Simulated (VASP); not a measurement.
# H7RuC16 in VASP: single point with PBE

Aim: the single point of H7RuC16 with PBE.

Program: VASP 6.6.1. These are calculated values, not measurements. Logs are shortened: lines on timing, memory, paths and dates and some standing lists are left out, and cuts for length are marked.

### 1 The cell of the first run

The cell holds a slab with vacuum, 24 atoms: a = 5.049 Å, b = 5.049 Å, c = 15.776 Å, α = 90.00°, β = 90.00°, γ = 60.00°.

### 2 Single point, PBE, collinear spin, ferromagnetic start

File INCAR:

```
PREC = Accurate ; ENCUT = 520
EDIFF = 1E-6 ; ISMEAR = 0
SIGMA = 0.02 ; LREAL = Auto
LASPH = True ; NELM = 150
ALGO = Normal ; ISIF = 2
LWAVE = False ; LCHARG = True
ISPIN = 2 ; MAGMOM = 0 0 0 0 0 0 0 0 0 0 0 0 0 0 0 0 0 0 0 0 0 0 0 1.67
LORBIT = 11 ; LMAXMIX = 4
GGA = PE ; LELF = True
LVHAR = True ; NBANDS = 64
```

File KPOINTS:

```
regular mesh
0
Gamma
  3 3 1
```

File POSCAR:

```
H7RuC16
1.0
    5.0487420000      0.0000000000      0.0000000000
    2.5243710000      4.3723390000      0.0000000000
    0.0000000000      0.0000000000     15.7764260000
H C Ru
7 16 1
Direct
    0.1666667848      0.1666666285      0.0633857123
    0.6666667848      0.1666666285      0.0633857123
    0.1666666285      0.6666667429      0.0633857123
    0.6666666285      0.6666667429      0.0633857123
    0.5018336223      0.0017578692      0.3654020879
    0.0048261291      0.5007742995      0.3662658450
    0.4968224939      0.4946279326      0.3682000600
    0.1666667848      0.1666666285      0.1331099959
    0.6666667848      0.1666666285      0.1331099959
    0.1666666285      0.6666667429      0.1331099959
    0.6666666285      0.6666667429      0.1331099959
   -0.1666666285      0.3333332571      0.1657717027
    0.3333333715      0.3333332571      0.1657717027
   -0.1666667848      0.8333333715      0.1657717027
    0.3333332152      0.8333333715      0.1657717027
   -0.1679990541      0.3340312817      0.2657648824
    0.3316806842      0.3341936661      0.2638567823
   -0.1676526723      0.8342351771      0.2636996491
    0.3317906677      0.8350022722      0.2636181984
   -0.0012348657     -0.0006696645      0.2964040144
    0.4997756017      0.0015476842      0.2947264482
   -0.0015057527      0.5009799103      0.2952401894
    0.4963150497      0.5017492925      0.2954601378
    0.1180170226      0.8720792235      0.4236557760
```

Potentials or basis: VASP PAW PBE potentials, release 64 (H, C, Ru_pv).

Started as:

```
cat potpaw_PBE.64/H/POTCAR potpaw_PBE.64/C/POTCAR potpaw_PBE.64/Ru_pv/POTCAR > POTCAR
mpirun -np 1 vasp_std > vasp.out
```

OUTCAR:

```text
PREC = Accurate
   ENCUT = 520
   EDIFF = 1E-6
   ISMEAR = 0
   LREAL = Auto
   LASPH = True
   NELM = 150
   ISIF = 2
   ISPIN = 2
   LORBIT = 11
   GGA = PE

 ion  position               nearest neighbor table
   1  0.167  0.167  0.063-   8 1.10
   2  0.667  0.167  0.063-   9 1.10
   3  0.167  0.667  0.063-  10 1.10
   4  0.667  0.667  0.063-  11 1.10
   5  0.502  0.002  0.365-  21 1.12
   6  0.005  0.501  0.366-  22 1.12
   7  0.497  0.495  0.368-  23 1.15  24 2.10
   8  0.167  0.167  0.133-   1 1.10  13 1.55  15 1.55  12 1.55
   9  0.667  0.167  0.133-   2 1.10  12 1.55  14 1.55  13 1.55
  10  0.167  0.667  0.133-   3 1.10  15 1.55  14 1.55  13 1.55
  11  0.667  0.667  0.133-   4 1.10  14 1.55  15 1.55  12 1.55
  12  0.833  0.333  0.166-   9 1.55   8 1.55  11 1.55  16 1.58
  13  0.333  0.333  0.166-   8 1.55   9 1.55  10 1.55  17 1.55
  14  0.833  0.833  0.166-  18 1.54  11 1.55   9 1.55  10 1.55
  15  0.333  0.833  0.166-  19 1.54  10 1.55   8 1.55  11 1.55
  16  0.832  0.334  0.266-  22 1.53  23 1.54  20 1.54  12 1.58
  17  0.332  0.334  0.264-  21 1.53  23 1.54  22 1.54  13 1.55
  18  0.832  0.834  0.264-  21 1.53  20 1.54  22 1.54  14 1.54
  19  0.332  0.835  0.264-  23 1.54  21 1.54  15 1.54  20 1.55  24 2.72
  20  0.999  0.999  0.296-  18 1.54  16 1.54  19 1.55  24 2.10
  21  0.500  0.002  0.295-   5 1.12  17 1.53  18 1.53  19 1.54
  22  0.998  0.501  0.295-   6 1.12  16 1.53  17 1.54  18 1.54
  23  0.496  0.502  0.295-   7 1.15  17 1.54  16 1.54  19 1.54
  24  0.118  0.872  0.424-   7 2.10  20 2.10  19 2.72

  LATTYP: Found a hexagonal cell.
 ALAT       =     5.0487421480
 C/A-ratio  =     3.1248230822

  Lattice vectors:

 A1 = (  -2.5243710000,  -4.3723390000,   0.0000000000)
 A2 = (   5.0487420000,   0.0000000000,   0.0000000000)
 A3 = (   0.0000000000,   0.0000000000,  15.7764260000)

Analysis of symmetry for initial positions (statically):
=====================================================================
 Subroutine PRICEL returns:
 Original cell was already a primitive cell.

 Routine SETGRP: Setting up the symmetry group for a
 hexagonal supercell.

 Subroutine GETGRP returns: Found  1 space group operations
 (whereof  1 operations were pure point group operations)
 out of a pool of 24 trial point group operations.

The static configuration has the point symmetry C_1 .

Analysis of symmetry for dynamics (positions and initial velocities):
=====================================================================
 Subroutine PRICEL returns:
 Original cell was already a primitive cell.

 Routine SETGRP: Setting up the symmetry group for a
 hexagonal supercell.

 Subroutine GETGRP returns: Found  1 space group operations
 (whereof  1 operations were pure point group operations)
 out of a pool of 24 trial point group operations.

The dynamic configuration has the point symmetry C_1 .

Analysis of structural, dynamic, and magnetic symmetry:
=====================================================================
 Subroutine PRICEL returns:
 Original cell was already a primitive cell.

 Routine SETGRP: Setting up the symmetry group for a
 hexagonal supercell.

 Subroutine GETGRP returns: Found  1 space group operations
 (whereof  1 operations were pure point group operations)
 out of a pool of 24 trial point group operations.

The overall configuration has the point symmetry C_1 .

 Subroutine INISYM returns: Found  1 space group operations
 (whereof  1 operations are pure point group operations),
 and found     1 'primitive' translations

----------------------------------------------------------------------------------------

                                     Primitive cell

  volume of cell :     348.2616

  direct lattice vectors                    reciprocal lattice vectors
     5.048742000  0.000000000  0.000000000     0.198069143 -0.114355268  0.000000000
     2.524371000  4.372339000  0.000000000     0.000000000  0.228710537  0.000000000
     0.000000000  0.000000000 15.776426000     0.000000000  0.000000000  0.063385712

[... 90 lines left out ...]
   number of dos      NEDOS =    301   number of ions     NIONS =     24
   total plane-waves  NPLWV = 192000
   dimension x,y,z NGX =    40 NGY =   40 NGZ =  120
   dimension x,y,z NGXF=    80 NGYF=   80 NGZF=  240
   ions per type =               7  16   1
   NGX,Y,Z   is equivalent  to a cutoff of  13.17, 13.17, 12.65 a.u.
   NGXF,Y,Z  is equivalent  to a cutoff of  26.34, 26.34, 25.29 a.u.
 SYSTEM =  unknown system
   PREC   = accura    normal or accurate (medium, high low for compatibility)
   ISTART =      0    job   : 0-new  1-cont  2-samecut
   ICHARG =      2    charge: 1-file 2-atom 10-const
   ISPIN  =      2    spin polarized calculation?
   LNONCOLLINEAR =      F non collinear calculations
   LSORBIT =      F    spin-orbit coupling
   LASPH  =      T    aspherical Exc in radial PAW
   ENCUT  =  520.0 eV  38.22 Ry    6.18 a.u.   9.39  9.39 29.33*2*pi/ulx,y,z
   NELM   =    150;   NELMIN=  2; NELMDL= -5     # of ELM steps
   EDIFF  = 0.1E-05   stopping-criterion for ELM
   LREAL  =      T    real-space projection
   EDIFFG = 0.1E-04   stopping-criterion for IOM
   NSW    =      0    number of steps for IOM
   IBRION =     -1    ionic relax: 0-MD 1-quasi-New 2-CG
   NFREE  =      0    steps in history (QN), initial steepest desc. (CG)
   ISIF   =      2    stress and relaxation
   ISYM   =      2    0-nonsym 1-usesym 2-fastsym
   POTIM  = 0.5000    time-step for ionic-motion
   TEBEG  =    0.0;   TEEND  =   0.0 temperature during run
   PSTRESS=    0.0 pullay stress
   NELECT =      85.0000    total number of electrons
   NUPDOWN=      -1.0000    fix difference up-down
   EMIN   =  10.00;   EMAX   =-10.00  energy-range for DOS
   EFERMI =   0.00;   METHOD = LEGACY
   ISMEAR =     0;   SIGMA  =   0.02  broadening in eV -4-tet -1-fermi 0-gaus
   EFERMI_NEDOS =   21; number of points for ismear=-14 and -15
   IALGO  =     38    algorithm
   IMIX   =      4    mixing-type and parameters
     AMIX     =   0.40;   BMIX     =  1.00
     AMIX_MAG =   1.60;   BMIX_MAG =  1.00
  volume/ion in A,a.u.               =      14.51        97.92
  Fermi-wavevector in a.u.,A,eV,Ry     =   1.023087  1.933354 14.241315  1.046707
  Thomas-Fermi vector in A             =   2.156802
   LORBIT       =     11    0 simple, 1 ext, 2 COOP (PROOUT), +10 PAW based schemes
   GGA     = PE    functional components
   LHFCALC =     F    Hartree Fock is set to
   AEXX    =    0.0000 exact exchange contribution
   IVDW    =     0    specifies the selected vdW correction
   LEPSILON=     F    determine dielectric tensor
   LRPA    =     F    only Hartree local field effects (RPA)
 spin polarized calculation
 Gauss-broadening in eV      SIGMA  =   0.02
  energy-cutoff  :      520.00
  volume of cell :      348.26
 maximum number of plane-waves:      9407
 NGX is ok and might be reduce to    40
   NGX = 19   NGY = 19   NGZ = 59

 number of electron      85.0000001 magnetization       3.0001302

 Free energy of the ion-electron system (eV)
  ---------------------------------------------------
  ext. energy  EPLUGINS =         0.00000000
  ---------------------------------------------------
  free energy    TOTEN  =      -174.25466836 eV

  energy without entropy =     -174.25466836  energy(sigma->0) =     -174.25466836

 E-fermi :   0.8264     XC(G=0):  -5.9258

 val. band max:        0.7381050522   @ k =  -0.3333   0.3333   0.0000
 cond. band min:       1.3294619430   @ k =   0.3333   0.0000   0.0000
 fundamental gap:      0.5913568908
 Fermi energy:         0.8263866843

 spin component 1

 k-point     1 :       0.0000    0.0000    0.0000
  band No.  band energies     occupation
      1     -42.1592      1.00000
      2     -41.8185      1.00000
      3     -41.6242      1.00000
      4     -19.5157      1.00000
      5     -16.8721      1.00000
      6     -14.3321      1.00000
[... 274 lines left out ...]
     53       6.8063      0.00000
     54       7.7133      0.00000
 Fermi energy:         0.8263866843

 spin component 2

 k-point     1 :       0.0000    0.0000    0.0000
  band No.  band energies     occupation
      1     -40.3055      1.00000
      2     -40.1221      1.00000
      3     -40.0578      1.00000
      4     -19.5018      1.00000
      5     -16.8536      1.00000
      6     -14.3153      1.00000
[... 274 lines left out ...]
     53       7.1378      0.00000
     54       7.7480      0.00000
 [bands above 54 left out]

------------------------ aborting loop because EDIFF is reached ----------------------------------------

  FORCE on cell =-STRESS in cart. coord.  units (eV):
  Direction    XX          YY          ZZ          XY          YZ          ZX
  --------------------------------------------------------------------------------------
  -------------------------------------------------------------------------------------
  Total        2.1026506      1.8295127     -1.2211644      0.0553323      0.6298462     -0.0753280
  in kB        9.6732423      8.4166717     -5.6179659      0.2545560      2.8976067     -0.3465464
  external PRESSURE =       4.1573160 kB  Pullay stress =       0.0000000 kB

 VOLUME and BASIS-vectors are now :
 -----------------------------------------------------------------------------
  energy-cutoff  :      520.00
  volume of cell :      348.26
      direct lattice vectors                 reciprocal lattice vectors
     5.048742000  0.000000000  0.000000000     0.198069143 -0.114355268  0.000000000
     2.524371000  4.372339000  0.000000000     0.000000000  0.228710537  0.000000000
     0.000000000  0.000000000 15.776426000     0.000000000  0.000000000  0.063385712

 POSITION                                       TOTAL-FORCE (eV/Angst)
 -----------------------------------------------------------------------------------
      1.26219      0.72872      1.00000        -0.009561      0.010429     -0.188360
      3.78656      0.72872      1.00000         0.001140      0.009997     -0.193581
      2.52437      2.91489      1.00000        -0.001251      0.000840     -0.190843
      5.04874      2.91489      1.00000        -0.001017     -0.010602     -0.210733
      2.53807      0.00769      5.76474         0.033544      0.000886      0.004908
      1.28851      2.18955      5.77837        -0.098365     -0.022141      0.018746
[... 16 lines left out ...]
      3.77237      2.19382      4.66130         0.140657     -0.065051     -0.213380
      2.79729      3.81303      6.68377        -0.221344      0.442256      0.151772
 -----------------------------------------------------------------------------------
    total drift:                               -0.016190     -0.002272     -0.081941

  FREE ENERGIE OF THE ION-ELECTRON SYSTEM (eV)
  ---------------------------------------------------
  free  energy   TOTEN  =      -174.2546683604 eV

  energy  without entropy=     -174.2546683604  energy(sigma->0) =     -174.25466836

 total charge

# of ion       s       p       d       tot
------------------------------------------
    1        0.651   0.043   0.000   0.695
    2        0.651   0.043   0.000   0.695
    3        0.651   0.043   0.000   0.695
    4        0.651   0.044   0.000   0.695
    5        0.635   0.044   0.000   0.679
    6        0.630   0.043   0.000   0.673
[... 16 lines left out ...]
   23        0.838   1.731   0.000   2.569
   24        0.305   6.023   6.079  12.407
--------------------------------------------------
tot         18.108  34.132   6.079  58.318

 magnetization (x)

# of ion       s       p       d       tot
------------------------------------------
    1        0.000   0.000   0.000   0.000
    2        0.000   0.000   0.000   0.000
    3        0.000   0.000   0.000   0.000
    4       -0.000   0.000   0.000  -0.000
    5        0.001   0.002   0.000   0.003
    6        0.001   0.004   0.000   0.005
[... 16 lines left out ...]
   23        0.008   0.037   0.000   0.045
   24        0.144   0.009   2.144   2.297
--------------------------------------------------
tot          0.166   0.101   2.144   2.412
```

It took 17 min on 1 thread of Oxide Virtual Turin-like, shared host; peak memory 0.63 GiB.

Results:

```
Free energy                                           : -174.2547 eV
Largest force                                         : 1.182 eV/Å
Band gap on the k mesh                                : 0.59 eV, indirect (least direct gap 0.62 eV)
Net moment                                            : 3.00 μB per cell
Site moments                                          : H +0.00, -0.00, +0.01; C +0.00, -0.00, +0.01, -0.02, +0.02, +0.03, +0.04; Ru +2.30 μB
Valence electrons inside the program's atomic spheres : H 0.69, 0.68, 0.67, 0.66; C 2.59, 2.55, 2.56, 2.58, 2.57, 2.51, 2.60; Ru 12.41
```

Forces in eV/Å, atoms in the order of the input:
```
H   -0.010  0.010 -0.188
H    0.001  0.010 -0.194
H   -0.001  0.001 -0.191
H   -0.001 -0.011 -0.211
H    0.034  0.001  0.005
H   -0.098 -0.022  0.019
H    0.151 -0.105 -0.272
C   -0.015 -0.005  1.166
C    0.021 -0.005  1.122
C   -0.003  0.010  1.066
C    0.002 -0.004  1.089
C   -0.100 -0.018 -0.700
C    0.004  0.068 -1.000
C    0.005  0.047 -1.108
C   -0.017 -0.007 -1.181
C   -0.078 -0.304  0.269
C    0.003 -0.006  0.221
C    0.171  0.053  0.419
C   -0.110  0.047  0.311
C    0.177 -0.131 -0.200
C   -0.149 -0.079 -0.171
C    0.096  0.073 -0.209
C    0.141 -0.065 -0.213
Ru  -0.221  0.442  0.152
```

Caveat: the k points lie up to 0.48 Å⁻¹ apart.
